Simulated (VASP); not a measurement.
Runs of VASP 6.6.1 on MnO2. It takes space group P4_2/mnm (No. 136, tetragonal). The conventional cell has a = 4.398 Å, b = 4.398 Å, c = 2.873 Å, α = 90.00°, β = 90.00°, γ = 90.00°. Within 2.5 Å of Mn (site symmetry mmm) lie 6 O at 1.88 to 1.90 Å. Within 2.5 Å of O (site symmetry m2m) lie 3 Mn at 1.88 to 1.90 Å and 1 O at 2.42 Å. 

| level | potentials or basis | spin | U | cutoff (eV) | gap on the mesh (eV) | pressure (GPa) | largest force (eV/Å) |
| --- | --- | --- | --- | --- | --- | --- | --- |
| PBE+U | VASP PAW PBE potentials, release 64 (Mn_pv, O) | collinear, ferromagnetic start | Mn d U = 4.0 eV | 520 | none | 12.1 | 0.11 |
| r2SCAN | VASP PAW PBE potentials, release 64 (Mn_pv, O) | off | - | 520 | none | -13.0 | 0.30 |
| PBE+U | VASP PAW PBE potentials, release 64 (Mn_pv, O) | off | Mn d U = 4.0 eV | 520 | none | (a) | 0.78 |
| PBE | VASP PAW PBE potentials, release 64 (Mn_sv, O) | off | - | 600 | none | -8.0 | 0.27 |

Alike in all rows: task single point; cell as given; k mesh 6 × 6 × 10; smearing fermi-dirac 0.05 eV.

Q: Fill in the values left out.

A: (a) -0.3.

Caveats: the cell stands under tension (at least some runs); semilocal functionals often make such compounds metallic where correlation or magnetic order opens a gap, which also shifts bond lengths (at least some runs); the cell stands under pressure (at least some runs); the PAW data sets were made with another functional, which shifts forces and pressure a little (at least some runs); U without spin polarisation on a metal has little footing (at least some runs).

A gap of «none» marks levels without a gap at the run's occupations.

The runs don't all hold the same shells in valence.
